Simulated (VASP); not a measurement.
# MoN2 (P4bm) in VASP: further runs

Runs on MoN2. Level: PBEsol. Tasks: single point.

Program: VASP 6.6.1. These are calculated values, not measurements. Logs are shortened: lines on timing, memory, paths and dates and some standing lists are left out, and cuts for length are marked.

## (1) The cell of the first run

It takes space group P4bm (No. 100, tetragonal). Conventional cell: a = 4.287 Å, b = 4.287 Å, c = 2.728 Å, α = 90.00°, β = 90.00°, γ = 90.00°. Mo (site symmetry 4) has 8 N at 1.96 to 2.50 Å within 2.6 Å. Within 1.8 Å of N (site symmetry m) lie 1 N at 1.37 Å.

## (2) Single point, PBEsol (all N atoms moved +0.438 Å, as atom 3 along Cartesian [0 0 1])

The input, INCAR:

```
SYSTEM = MoN2
ALGO = Normal
EDIFF = 1E-6
ENCUT = 520
GGA = PS
ISIF = 2
ISMEAR = 0
LASPH = .TRUE.
LCHARG = .FALSE.
LREAL = .FALSE.
LWAVE = .FALSE.
NBANDS = 33
NELM = 80
PREC = Accurate
SIGMA = 0.15
```

The input, KPOINTS:

```
k-points
0
G
  12 12 18
  0 0 0
```

The input, POSCAR:

```
MoN2
1.0
    4.2866467491      0.0000000000      0.0000000000
    0.0000000000      4.2866467491      0.0000000000
    0.0000000000      0.0000000000      2.7284347069
Mo N
2 4
Direct
    0.5000000000      0.5000000000      0.0000000000
    0.0000000000      0.0000000000      0.0000000000
    0.8872955619      0.3872955619      0.6603483488
    0.1127044381      0.6127044381      0.6603483488
    0.3872955619      0.1127044381      0.6603483488
    0.6127044381      0.8872955619      0.6603483488
```

Potentials or basis: VASP PAW PBE potentials, release 64 (Mo_sv, N).

Started as:

```sh
$ cat potpaw_PBE.64/Mo_sv/POTCAR potpaw_PBE.64/N/POTCAR > POTCAR
$ mpirun -np 1 vasp_std > vasp.out
```

OUTCAR:

```text
SYSTEM = MoN2
   EDIFF = 1E-6
   ENCUT = 520
   GGA = PS
   ISIF = 2
   ISMEAR = 0
   LASPH = .TRUE.
   LREAL = .FALSE.
   NELM = 80
   PREC = Accurate

 ion  position               nearest neighbor table
   1  0.500  0.500  0.000-   3 1.96   4 1.96   5 1.96   6 1.96   3 2.50   4 2.50   5 2.50   6 2.50
                             2 3.03   2 3.03   2 3.03   2 3.03
   2  0.000  0.000  0.000-   3 1.96   4 1.96   5 1.96   6 1.96   3 2.50   4 2.50   5 2.50   6 2.50
                             1 3.03   1 3.03   1 3.03   1 3.03
   3  0.887  0.387  0.660-   4 1.37   2 1.96   1 1.96   1 2.50   2 2.50
   4  0.113  0.613  0.660-   3 1.37   2 1.96   1 1.96   1 2.50   2 2.50
   5  0.387  0.113  0.660-   6 1.37   2 1.96   1 1.96   1 2.50   2 2.50
   6  0.613  0.887  0.660-   5 1.37   2 1.96   1 1.96   1 2.50   2 2.50

  LATTYP: Found a simple tetragonal cell.
 ALAT       =     4.2866467491
 C/A-ratio  =     0.6364962794

  Lattice vectors:

 A1 = (   4.2866467491,   0.0000000000,   0.0000000000)
 A2 = (   0.0000000000,   4.2866467491,   0.0000000000)
 A3 = (   0.0000000000,   0.0000000000,   2.7284347069)

Analysis of symmetry for initial positions (statically):
=====================================================================
 Subroutine PRICEL returns:
 Original cell was already a primitive cell.

 Routine SETGRP: Setting up the symmetry group for a
 simple tetragonal supercell.

 Subroutine GETGRP returns: Found  8 space group operations
 (whereof  4 operations were pure point group operations)
 out of a pool of 16 trial point group operations.

The static configuration has the point symmetry     .
 The point group associated with its full space group is C_4v.

Analysis of symmetry for dynamics (positions and initial velocities):
=====================================================================
 Subroutine PRICEL returns:
 Original cell was already a primitive cell.

 Routine SETGRP: Setting up the symmetry group for a
 simple tetragonal supercell.

 Subroutine GETGRP returns: Found  8 space group operations
 (whereof  4 operations were pure point group operations)
 out of a pool of 16 trial point group operations.

The dynamic configuration has the point symmetry C_4v.
 The point group associated with its full space group is C_4v.

 Subroutine INISYM returns: Found  8 space group operations
 (whereof  4 operations are pure point group operations),
 and found     1 'primitive' translations

----------------------------------------------------------------------------------------

                                     Primitive cell

  volume of cell :      50.1359

  direct lattice vectors                    reciprocal lattice vectors
     4.286646749  0.000000000  0.000000000     0.233282577  0.000000000  0.000000000
     0.000000000  4.286646749  0.000000000     0.000000000  0.233282577  0.000000000
     0.000000000  0.000000000  2.728434707     0.000000000  0.000000000  0.366510511

  length of vectors
     4.286646749  4.286646749  2.728434707     0.233282577  0.233282577  0.366510511

  position of ions in fractional coordinates (direct lattice)
     0.500000000  0.500000000  0.000000000
     0.000000000  0.000000000  0.000000000
     0.887295562  0.387295562  0.660348349
     0.112704438  0.612704438  0.660348349
     0.387295562  0.112704438  0.660348349
     0.612704438  0.887295562  0.660348349

  ion indices of the primitive-cell ions
   primitive index   ion index
                 1           1
                 2           2
                 3           3
                 4           4
                 5           5
                 6           6

----------------------------------------------------------------------------------------

 KPOINTS: k-points

Automatic generation of k-mesh.
 Grid dimensions read from file:
 generate k-points for:   12   12   18

 Generating k-lattice:

  Cartesian coordinates                     Fractional coordinates (reciprocal lattice)
     0.019440215  0.000000000  0.000000000     0.083333333  0.000000000  0.000000000
     0.000000000  0.019440215  0.000000000     0.000000000  0.083333333  0.000000000
     0.000000000  0.000000000  0.020361695     0.000000000  0.000000000  0.055555556

  Length of vectors
     0.019440215  0.019440215  0.020361695

  Shift w.r.t. Gamma in fractional coordinates (k-lattice)
     0.000000000  0.000000000  0.000000000

 Subroutine IBZKPT returns following result:
 ===========================================

 Found    280 irreducible k-points:

 Following reciprocal coordinates:
            Coordinates               Weight
  0.000000  0.000000  0.000000      1.000000
  0.083333  0.000000  0.000000      4.000000
  0.166667  0.000000  0.000000      4.000000
  0.250000  0.000000  0.000000      4.000000
  0.333333  0.000000  0.000000      4.000000
  0.416667  0.000000  0.000000      4.000000
[... 16 lines left out ...]
  0.333333  0.333333  0.000000      4.000000
  0.416667  0.333333  0.000000      8.000000
 [... further k-points ...]
   k-points           NKPTS =    280   k-points in BZ     NKDIM =    280   number of bands    NBANDS=     33
   number of dos      NEDOS =    301   number of ions     NIONS =      6
   total plane-waves  NPLWV =  20480
   dimension x,y,z NGX =    32 NGY =   32 NGZ =   20
   dimension x,y,z NGXF=    64 NGYF=   64 NGZF=   40
   ions per type =               2   4
   NGX,Y,Z   is equivalent  to a cutoff of  12.41, 12.41, 12.19 a.u.
   NGXF,Y,Z  is equivalent  to a cutoff of  24.82, 24.82, 24.37 a.u.
 SYSTEM =  MoN2
   PREC   = accura    normal or accurate (medium, high low for compatibility)
   ISTART =      0    job   : 0-new  1-cont  2-samecut
   ICHARG =      2    charge: 1-file 2-atom 10-const
   ISPIN  =      1    spin polarized calculation?
   LNONCOLLINEAR =      F non collinear calculations
   LSORBIT =      F    spin-orbit coupling
   LASPH  =      T    aspherical Exc in radial PAW
   ENCUT  =  520.0 eV  38.22 Ry    6.18 a.u.   7.97  7.97  5.07*2*pi/ulx,y,z
   NELM   =     80;   NELMIN=  2; NELMDL= -5     # of ELM steps
   EDIFF  = 0.1E-05   stopping-criterion for ELM
   LREAL  =      F    real-space projection
   EDIFFG = 0.1E-04   stopping-criterion for IOM
   NSW    =      0    number of steps for IOM
   IBRION =     -1    ionic relax: 0-MD 1-quasi-New 2-CG
   NFREE  =      0    steps in history (QN), initial steepest desc. (CG)
   ISIF   =      2    stress and relaxation
   ISYM   =      2    0-nonsym 1-usesym 2-fastsym
   POTIM  = 0.5000    time-step for ionic-motion
   TEBEG  =    0.0;   TEEND  =   0.0 temperature during run
   PSTRESS=    0.0 pullay stress
   NELECT =      48.0000    total number of electrons
   NUPDOWN=      -1.0000    fix difference up-down
   EMIN   =  10.00;   EMAX   =-10.00  energy-range for DOS
   EFERMI =   0.00;   METHOD = LEGACY
   ISMEAR =     0;   SIGMA  =   0.15  broadening in eV -4-tet -1-fermi 0-gaus
   EFERMI_NEDOS =   21; number of points for ismear=-14 and -15
   IALGO  =     38    algorithm
   IMIX   =      4    mixing-type and parameters
     AMIX     =   0.40;   BMIX     =  1.00
     AMIX_MAG =   1.60;   BMIX_MAG =  1.00
  volume/ion in A,a.u.               =       8.36        56.39
  Fermi-wavevector in a.u.,A,eV,Ry     =   1.613512  3.049096 35.421702  2.603422
  Thomas-Fermi vector in A             =   2.708570
   LORBIT       =      0    0 simple, 1 ext, 2 COOP (PROOUT), +10 PAW based schemes
   GGA     = PS    functional components
   LHFCALC =     F    Hartree Fock is set to
   AEXX    =    0.0000 exact exchange contribution
   IVDW    =     0    specifies the selected vdW correction
   LEPSILON=     F    determine dielectric tensor
   LRPA    =     F    only Hartree local field effects (RPA)
 non-spin polarized calculation
 Gauss-broadening in eV      SIGMA  =   0.15
  energy-cutoff  :      520.00
  volume of cell :       50.14
 maximum number of plane-waves:      1384
 NGX is ok and might be reduce to    32
   NGX = 15   NGY = 15   NGZ = 11

 number of electron      47.9999995 magnetization

 Free energy of the ion-electron system (eV)
  ---------------------------------------------------
  ext. energy  EPLUGINS =         0.00000000
  ---------------------------------------------------
  free energy    TOTEN  =       -57.05128940 eV

  energy without entropy =      -57.02745819  energy(sigma->0) =      -57.03937380

 E-fermi :  12.8037     XC(G=0): -13.9977

 val. band max:       12.8026805280   @ k =   0.3333   0.0833   0.4444
 cond. band min:      12.8037838551   @ k =   0.4167   0.3333   0.1667
 fundamental gap:      0.0011033270
 Fermi energy:        12.8036643528

 k-point     1 :       0.0000    0.0000    0.0000
  band No.  band energies     occupation
      1     -48.9843      2.00000
      2     -48.9019      2.00000
      3     -23.4672      2.00000
      4     -23.4672      2.00000
      5     -23.0067      2.00000
      6     -23.0067      2.00000
[... 25 lines left out ...]
     32      18.3708      0.00000
     33      19.9497      0.00000

 k-point     2 :       0.0833    0.0000    0.0000
  band No.  band energies     occupation
      1     -48.9828      2.00000
      2     -48.9033      2.00000
      3     -23.4620      2.00000
      4     -23.4596      2.00000
      5     -23.0181      2.00000
      6     -23.0148      2.00000
[... 25 lines left out ...]
     32      18.4540      0.00000
     33      19.8630      0.00000

 k-point     3 :       0.1667    0.0000    0.0000
  band No.  band energies     occupation
      1     -48.9787      2.00000
      2     -48.9073      2.00000
      3     -23.4462      2.00000
      4     -23.4373      2.00000
      5     -23.0504      2.00000
      6     -23.0386      2.00000
[... 25 lines left out ...]
     32      18.7021      0.00000
     33      19.6286      0.00000

 k-point     4 :       0.2500    0.0000    0.0000
  band No.  band energies     occupation
      1     -48.9720      2.00000
      2     -48.9138      2.00000
      3     -23.4198      2.00000
      4     -23.4018      2.00000
      5     -23.0985      2.00000
      6     -23.0762      2.00000
[... 673 lines left out ...]
     32      18.1411      0.00000
     33      21.3723      0.00000

 k-point    23 :       0.3333    0.3333    0.0000
  band No.  band energies     occupation
      1     -48.9528      2.00000
      2     -48.9322      2.00000
      3     -23.5548      2.00000
      4     -23.4459      2.00000
      5     -23.0859      2.00000
      6     -22.9653      2.00000
[... 25 lines left out ...]
     32      18.4903      0.00000
     33      20.5003      0.00000

 k-point    24 :       0.4167    0.3333    0.0000
  band No.  band energies     occupation
      1     -48.9477      2.00000
      2     -48.9371      2.00000
      3     -23.5576      2.00000
      4     -23.5015      2.00000
      5     -23.0320      2.00000
      6     -22.9691      2.00000
[... 25 lines left out ...]
     32      18.2634      0.00000
     33      21.0724      0.00000

 [... further k-points ...]
[... 5 lines left out ...]
  --------------------------------------------------------------------------------------
  -------------------------------------------------------------------------------------
  Total       11.9073588     11.9073588      8.7992671      0.0000000      0.0000000      0.0000000
  in kB      380.5196290    380.5196290    281.1953453      0.0000000      0.0000000      0.0000000
  external PRESSURE =     347.4115344 kB  Pullay stress =       0.0000000 kB

 VOLUME and BASIS-vectors are now :
 -----------------------------------------------------------------------------
  energy-cutoff  :      520.00
  volume of cell :       50.14
      direct lattice vectors                 reciprocal lattice vectors
     4.286646749  0.000000000  0.000000000     0.233282577  0.000000000  0.000000000
     0.000000000  4.286646749  0.000000000     0.000000000  0.233282577  0.000000000
     0.000000000  0.000000000  2.728434707     0.000000000  0.000000000  0.366510511

 POSITION                                       TOTAL-FORCE (eV/Angst)
 -----------------------------------------------------------------------------------
      2.14332      2.14332      0.00000         0.000000     -0.000000      4.688296
      0.00000      0.00000      0.00000         0.000000     -0.000000      4.688296
      3.80352      1.66020      1.80172         0.812639      0.812639     -2.344148
      0.48312      2.62645      1.80172        -0.812639     -0.812639     -2.344148
      1.66020      0.48312      1.80172         0.812639     -0.812639     -2.344148
      2.62645      3.80352      1.80172        -0.812639      0.812639     -2.344148
 -----------------------------------------------------------------------------------
    total drift:                                0.000000     -0.000000     -0.001444

  FREE ENERGIE OF THE ION-ELECTRON SYSTEM (eV)
  ---------------------------------------------------
  free  energy   TOTEN  =       -57.0512894022 eV

  energy  without entropy=      -57.0274581906  energy(sigma->0) =      -57.03937380
```

It took 4.3 min on 1 thread of Intel Xeon Platinum 8488C (Sapphire Rapids), shared host; peak memory 0.43 GiB.

What came out:

```yaml
Free_energy: -57.0513 eV
Pressure: 34.7 GPa
Largest_force: 4.688 eV/Å
Band_gap_on_the_k_mesh: zero (bands 24 and 25 overlap by 2.99 eV)
```

Forces on the atoms (eV/Å):
```
Mo   0.000  0.000  4.688
Mo   0.000  0.000  4.688
N    0.813  0.813 -2.344
N   -0.813 -0.813 -2.344
N    0.813 -0.813 -2.344
N   -0.813  0.813 -2.344
```

Stress tensor (GPa, compression positive):
```
38.05  0.00  0.00
 0.00 38.05  0.00
 0.00  0.00 28.12
```

Caveat: the cell differs from its parent crystal (all N atoms moved +0.438 Å, as atom 3 along Cartesian [0 0 1]); the cell stands under pressure; the PAW data sets were made with another functional, which shifts forces and pressure a little.

## (3) Single point, PBEsol (all N atoms moved +0.312 Å, as atom 3 along Cartesian [0 0 1])

The input, INCAR:

```
SYSTEM = MoN2
PREC = Accurate
ENCUT = 520
EDIFF = 1E-7
ISMEAR = 0
SIGMA = 0.15
LREAL = .False.
LASPH = .True.
NELM = 80
ALGO = Normal
ISIF = 2
LWAVE = .False.
LCHARG = .False.
GGA = PS
NBANDS = 33
```

The input, KPOINTS:

```
regular mesh
0
Gamma
  12 12 18
  0 0 0
```

The input, POSCAR:

```
MoN2
1.0
    4.2866467491      0.0000000000      0.0000000000
    0.0000000000      4.2866467491      0.0000000000
    0.0000000000      0.0000000000      2.7284347069
Mo N
2 4
Direct
    0.5000000000      0.5000000000      0.0000000000
    0.0000000000      0.0000000000      0.0000000000
    0.8872955619      0.3872955619      0.6145345348
    0.1127044381      0.6127044381      0.6145345348
    0.3872955619      0.1127044381      0.6145345348
    0.6127044381      0.8872955619      0.6145345348
```

Potentials or basis: VASP PAW PBE potentials, release 64 (Mo_sv, N).

Started as:

```sh
$ cat potpaw_PBE.64/Mo_sv/POTCAR potpaw_PBE.64/N/POTCAR > POTCAR
$ mpirun -np 1 vasp_std > vasp.out
```

It took 3.2 min on 1 thread of Intel Xeon Platinum 8488C (Sapphire Rapids), shared host; peak memory 0.43 GiB.

It converged, with:

```
Free energy            : -58.0188 eV
Pressure               : 18.4 GPa
Largest force          : 3.034 eV/Å
Band gap on the k mesh : zero (bands 24 and 25 overlap by 3.09 eV)
```

Forces in eV/Å, atoms in the order of the input:
```
Mo   0.000  0.000  3.034
Mo   0.000  0.000  3.034
N    0.312  0.312 -1.517
N   -0.312 -0.312 -1.517
N    0.312 -0.312 -1.517
N   -0.312  0.312 -1.517
```

Stress tensor (GPa, compression positive):
```
18.57  0.00  0.00
 0.00 18.57  0.00
 0.00  0.00 17.95
```

Levels at points of the mesh, in eV from the Fermi level:
```csv
k point,band 20,band 21,band 22,band 23,band 24,band 25,band 26,band 27,band 28,band 29
"(0.00, 0.00, 0.00)",-3.15,-2.54,-2.54,-2.06,-1.33,0.33,1.09,1.09,1.80,3.40
"(0.50, 0.00, 0.00)",-4.00,-2.11,-2.11,-1.49,-1.49,-0.58,-0.58,2.56,2.56,3.15
"(0.50, 0.50, 0.00)",-4.51,-2.05,-2.05,0.15,0.15,1.02,1.02,1.64,1.64,2.55
"(0.00, 0.00, 0.50)",-2.41,-2.41,-2.35,-1.67,2.12,2.59,2.59,2.95,3.09,3.46
"(0.50, 0.00, 0.50)",-4.51,-2.67,-2.67,-1.27,-1.27,2.97,2.97,3.24,3.24,4.13
"(0.50, 0.50, 0.50)",-5.48,-5.35,-5.35,-0.82,-0.82,2.43,2.43,3.18,3.18,4.90
```

Caveat: the cell differs from its parent crystal (all N atoms moved +0.312 Å, as atom 3 along Cartesian [0 0 1]); the cell stands under pressure; the PAW data sets were made with another functional, which shifts forces and pressure a little.

## (4) Single point, PBEsol (all N atoms moved -0.500 Å, as atom 3 along Cartesian [0 0 1])

The input, INCAR:

```
SYSTEM = MoN2
ALGO = Normal ; EDIFF = 1E-6
ENCUT = 520 ; GGA = PS
ISIF = 2 ; ISMEAR = 0
LASPH = .TRUE. ; LCHARG = .FALSE.
LREAL = .FALSE. ; LWAVE = .FALSE.
NBANDS = 33 ; NELM = 80
PREC = Accurate ; SIGMA = 0.15
```

The input, KPOINTS:

```
k-points
0
G
  12 12 18
  0 0 0
```

The input, POSCAR:

```
MoN2
1.0
    4.2866467491      0.0000000000      0.0000000000
    0.0000000000      4.2866467491      0.0000000000
    0.0000000000      0.0000000000      2.7284347069
Mo N
2 4
Direct
    0.5000000000      0.5000000000      0.0000000000
    0.0000000000      0.0000000000      0.0000000000
    0.8872955619      0.3872955619      0.3167447443
    0.1127044381      0.6127044381      0.3167447443
    0.3872955619      0.1127044381      0.3167447443
    0.6127044381      0.8872955619      0.3167447443
```

Started as:

```sh
$ cat potpaw_PBE.64/Mo_sv/POTCAR potpaw_PBE.64/N/POTCAR > POTCAR
$ mpirun -np 1 vasp_std > vasp.out
```

Run time: 4.6 min. Hardware: 1 thread of Intel Xeon 8259CL, shared host; peak memory 0.44 GiB.

The run converged. Its results:

| Item | Value |
| --- | --- |
| Free energy | -56.4142 eV |
| Pressure | 44.7 GPa |
| Largest force | 5.493 eV/Å |
| Band gap on the k mesh | zero (bands 24 and 25 overlap by 2.81 eV) |

Forces in eV/Å, atoms in the order of the input:
```
Mo   0.000  0.000 -5.493
Mo   0.000  0.000 -5.493
N    1.107  1.107  2.747
N   -1.107 -1.107  2.747
N    1.107 -1.107  2.747
N   -1.107  1.107  2.747
```

Stress tensor (GPa, compression positive):
```
50.19  0.00  0.00
 0.00 50.19  0.00
 0.00  0.00 33.63
```

Levels at points of the mesh, in eV from the Fermi level:
| k point | band 22 | band 23 | band 24 | band 25 | band 26 | band 27 |
| --- | --- | --- | --- | --- | --- | --- |
| (0.00, 0.00, 0.00) | -1.72 | -0.99 | -0.89 | -0.72 | 1.40 | 1.40 |
| (0.50, 0.00, 0.00) | -2.63 | -1.08 | -1.08 | -0.40 | -0.40 | 2.21 |
| (0.50, 0.50, 0.00) | -2.82 | -0.25 | -0.25 | 0.16 | 0.16 | 1.18 |
| (0.00, 0.00, 0.50) | -2.74 | -1.57 | 1.96 | 2.30 | 2.30 | 2.93 |
| (0.50, 0.00, 0.50) | -3.01 | -1.53 | -1.53 | 2.62 | 2.62 | 3.57 |
| (0.50, 0.50, 0.50) | -5.41 | -0.37 | -0.37 | 2.33 | 2.33 | 2.53 |

Caveat: the cell differs from its parent crystal (all N atoms moved -0.500 Å, as atom 3 along Cartesian [0 0 1]); the cell stands under pressure; the PAW data sets were made with another functional, which shifts forces and pressure a little.

[end of part 1 of 2]
